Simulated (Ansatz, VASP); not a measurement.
One calculation of BN, two programs

```
B N
1.0
     0.00000    1.64378    1.83335
     1.83335    0.00000    1.83335
     1.83335    1.64378    0.00000
B N
1 1
Direct
  0.00000 0.00000 0.00000
  0.75000 0.75000 0.75000
```

Alike in both runs: task single point; functional PBE; k mesh 12 × 12 × 12; occupations gaussian, width 0.05 eV; no spin polarisation.

|  | VASP | Ansatz |
| --- | --- | --- |
| version | VASP 6.6.1 | Ansatz 0.2.0 |
| potentials or method | VASP PAW PBE potentials, release 64 (B, N), cutoff 520 eV | scalar-relativistic, plane waves, PAW |
| valence electrons in the cell | 8 | 8 |

VASP gave:

```
gap on the k mesh at the Fermi level (eV) : 2.69
least direct gap on the mesh (eV)         : 8.10
```

Problem. Which values does Ansatz return?

Solution. gap on the k mesh at the Fermi level (eV): 2.70; least direct gap on the mesh (eV): 8.12.

With one functional, cell and mesh, what is left measures potentials, basis and numerics.
